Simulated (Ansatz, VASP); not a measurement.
Two plane-wave programs on NaCl

```
Cl Na
1.0
     0.00000    2.79406    2.79406
     2.79406    0.00000    2.79406
     2.79406    2.79406    0.00000
Cl Na
1 1
Direct
  0.50000 0.50000 0.50000
  0.00000 0.00000 0.00000
```

Alike in both runs: functional PBE; k mesh 5 × 5 × 5; occupations fermi-dirac, width 0.05 eV; no spin polarisation.

|  | VASP | Ansatz |
| --- | --- | --- |
| version | VASP 6.6.1 | Ansatz 0.2.0 |
| potentials or method | VASP PAW PBE potentials, release 64 (Cl, Na_pv) | Ansatz PAW |
| plane-wave cutoff (eV) | 520 | 420 |
| valence electrons in the cell | 14 | 16 |
| task | single point | projected density of states |

|  | VASP | Ansatz | Ansatz less VASP |
| --- | --- | --- | --- |
| gap on the k mesh at the Fermi level (eV) | 5.22 | 5.22 | 0.000 |
| least direct gap on the mesh (eV) | 5.22 | 5.22 | 0.000 |
| pressure (GPa) | 1.5 | 1.6 | +0.02 |

VASP's potentials hold 14 valence electrons a cell and Ansatz's 16, so a difference there can come from the potentials and not from the codes.

Noted on Ansatz's run: odd divisions of the mesh miss points on the zone boundary, where band edges often lie, so the gap on the mesh can be too wide.
